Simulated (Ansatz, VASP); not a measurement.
**Two plane-wave programs on Ti**

```xyz
3
Lattice="4.6443 0.0000 0.0000 -2.3221 4.0221 0.0000 0.0000 0.0000 2.7599" Properties=species:S:1:pos:R:3 pbc="T T T"
Ti    1.6011    0.0000    0.9200
Ti   -0.8006    1.3866    1.8399
Ti    1.5216    2.6354    0.0000
```

Alike in both runs: functional r2SCAN; k mesh 6 × 6 × 4; occupations gaussian, width 0.1 eV; no spin polarisation.

Ansatz relaxed the structure, and its values are those at the end. VASP's run is a single point on that final structure, the one shown.

```csv
,VASP,Ansatz
version,VASP 6.6.1,Ansatz 0.2.0
potentials or method,"VASP PAW PBE potentials, release 64 (Ti_sv), cutoff 520 eV","scalar-relativistic, plane waves, PAW"
valence electrons in the cell,36,36
```

|  | VASP | Ansatz | Ansatz less VASP |
| --- | --- | --- | --- |
| gap on the k mesh at the Fermi level (eV) | none | none | - |
| pressure (GPa) | 0.5 | 0.1 | -0.42 |
| rms of the force components (eV/Å) | 0.005 | 0.001 | -0.0037 |

VASP's potentials were made for PBE, not for r2SCAN. A gap of «none» marks a metal or a gap that the smearing closes.

The k mesh is coarse, so the values compare programs but aren't converged.
